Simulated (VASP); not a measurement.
A run of VASP 6.6.1 is set up as follows.

INCAR

```
SYSTEM = ScAl3N4
ALGO = Normal ; EDIFF = 1E-6
EDIFFG = -0.004 ; ENCUT = 520
GGA = CA ; IBRION = 2
ISIF = 2 ; ISMEAR = 0
KPAR = 4 ; LASPH = .TRUE.
LCHARG = .FALSE. ; LREAL = Auto
LWAVE = .FALSE. ; NELM = 100
NSW = 80 ; PREC = Accurate
SIGMA = 0.01
```

The input KPOINTS:

```
k-points
0
G
  4 4 5
  0 0 0
```

Contents of POSCAR:

```
ScAl3N4
1.0
    6.3959814654     -0.0171532389      0.0000000000
   -3.2128458734      5.5648122896      0.0000000000
    0.0000000000      0.0000000000      4.9736178557
Al Sc N
6 2 8
Direct
    0.3348185684      0.1638064834      0.4983390642
    0.1692463842      0.8346231921     -0.0046849059
    0.3348185684      0.6710120850      0.4983390642
    0.6651814316      0.3361935166     -0.0016609358
    0.6651814316      0.8289879150     -0.0016609358
    0.8307536158      0.6653768079      0.4953150941
    0.1776907784      0.3388453892     -0.0112157066
    0.8223092216      0.1611546108      0.4887842934
    0.1822681956      0.3411340978      0.4137066912
    0.3452146363      0.1544753666      0.8765345349
    0.1648562691      0.8324281345      0.3804467231
    0.3452146363      0.6907392697      0.8765345349
    0.6547853637      0.3455246334      0.3765345349
    0.8177318044      0.1588659022      0.9137066912
    0.6547853637      0.8092607303      0.3765345349
    0.8351437309      0.6675718654      0.8804467231
```

Potentials or basis: VASP PAW LDA potentials, release 64 (Al, Sc_sv, N).

Command:

```sh
$ cat potpaw_LDA.64/Al/POTCAR potpaw_LDA.64/Sc_sv/POTCAR potpaw_LDA.64/N/POTCAR > POTCAR
$ mpirun -np 4 vasp_std > vasp.out
```

**Question.** Predict the band gap on the k mesh.

**Answer.** 3.61 eV (least direct gap 3.65 eV).

**Question.** Predict the energy gained by relaxing.

**Answer.** 0.1 meV/atom.

Final structure:
```
CELL_PARAMETERS angstrom
6.39598 -0.01715 0.00000
-3.21285 5.56481 0.00000
0.00000 0.00000 4.97362
ATOMIC_POSITIONS crystal
Al 0.33481 0.16375 0.49881
Al 0.16924 0.83462 0.99567
Al 0.33481 0.67106 0.49881
Al 0.66519 0.33625 0.99881
Al 0.66519 0.82894 0.99881
Al 0.83076 0.66538 0.49567
Sc 0.17776 0.33888 0.99008
Sc 0.82224 0.16112 0.49008
N 0.18249 0.34124 0.41341
N 0.34534 0.15436 0.87569
N 0.16483 0.83242 0.37984
N 0.34534 0.69099 0.87569
N 0.65466 0.34564 0.37569
N 0.81751 0.15876 0.91341
N 0.65466 0.80901 0.37569
N 0.83517 0.66758 0.87984
```

A k mesh can miss the band edges.
